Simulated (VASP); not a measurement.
# CdTe: single point with LDA

CdTe:

```xyz
2
Lattice="0.0000 3.2472 3.2472 3.2472 0.0000 3.2472 3.2472 3.2472 0.0000" Properties=species:S:1:pos:R:3 pbc="T T T"
Cd    0.0000    0.0000    0.0000
Te    4.8708    4.8708    4.8708
```

This cell differs from its parent crystal: functional lda, volume scaled by 1.04.

```yaml
Program: VASP 6.6.1
Task: single point
Functional: LDA
Potentials_or_basis: VASP PAW LDA potentials, release 64 (Cd, Te)
Cutoff: 500 eV
k_mesh: 10 × 10 × 10
Occupations: fermi-dirac, width 0.08 eV
Spin: no spin polarisation
Dipole_correction: no
Further_INCAR_settings: ALGO = Normal; EDIFF = 1e-06; NBANDS = 16
```

```
Pressure               : -1.4 GPa
Band gap on the k mesh : 0.53 eV, direct
```

Levels at points of the mesh, in eV from the valence-band top:
```
           k point  band 6  band 7  band 8  band 9  band 10  band 11  band 12  band 13
(0.00, 0.00, 0.00)   -8.01    0.00    0.00    0.00     0.53     4.51     4.51     4.51
(0.50, 0.00, 0.00)   -7.67   -4.46   -0.78   -0.78     1.65     5.10     5.10     6.86
(0.50, 0.50, 0.00)   -7.53   -4.35   -1.87   -1.87     2.46     2.55     8.60     8.95
```

Run time: 18 s on 1 thread of Intel(R) Xeon(R) 6975P-C (Granite Rapids) (shared host), peak memory 0.2 GiB.

Caveat: spin-orbit coupling is left out, which moves the levels of the heavy elements.
